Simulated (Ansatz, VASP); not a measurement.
Two plane-wave programs on MgO

Contents of INCAR:

```
SYSTEM = MgO
  ALGO = Normal
  EDIFF = 1E-6
  ENCUT = 600
  GGA = PS
  GGA_COMPAT = .False.
  ISIF = 2
  ISMEAR = 0
  LASPH = .True.
  LCHARG = .False.
  LREAL = .False.
  LWAVE = .False.
  NBANDS = 11
  NELM = 120
  PREC = Accurate
  SIGMA = 0.01
```

The input KPOINTS:

```
k-points
0
Gamma
  10 10 10
  0 0 0
```

POSCAR

```
MgO
1.0
    0.0000000000      1.6595262518      1.6595262518
    1.6595262518      0.0000000000      1.6595262518
    1.6595262518      1.6595262518      0.0000000000
Mg O
1 1
Direct
    0.0000000000      0.0000000000      0.0000000000
    0.5000000000      0.5000000000      0.5000000000
```

Input for Ansatz:

```yaml
crystal:
  lattice:
    - [0.0, 1.6595262518, 1.6595262518]
    - [1.6595262518, 0.0, 1.6595262518]
    - [1.6595262518, 1.6595262518, 0.0]
  atoms:
    - { symbol: Mg, position: [0.0, 0.0, 0.0] }
    - { symbol: O, position: [0.5, 0.5, 0.5] }
scf:
  occupations: { method: fixed }
output:
  forces: true
  stress: true
  eigenvalues: true
  write_density: true
  write_potential: true
  elf: true
  volumetric_format: npy
hamiltonian:
  xc: pbesol
basis:
  ecutwfc: 700
kpoints:
  mp_grid: { grid: [10, 10, 10] }
```

Alike in both runs: task single point; functional PBEsol; k mesh 10 × 10 × 10; no spin polarisation.

|  | VASP | Ansatz |
| --- | --- | --- |
| version | VASP 6.6.1 | Ansatz 0.2.0 |
| potentials or method | VASP PAW PBE potentials, release 64 (Mg, O), cutoff 600 eV | scalar-relativistic, plane waves, PAW |
| occupations | gaussian, width 0.01 eV | fixed |
| valence electrons in the cell | 8 | 16 |

|  | VASP | Ansatz | Ansatz less VASP |
| --- | --- | --- | --- |
| gap on the k mesh at the Fermi level (eV) | 8.27 | 8.35 | +0.080 |
| least direct gap on the mesh (eV) | 10.82 | 10.86 | +0.046 |

VASP's potentials were made for PBE, not for PBEsol. VASP's potentials hold 8 valence electrons a cell and Ansatz's 16, so a difference there can come from the potentials and not from the codes.
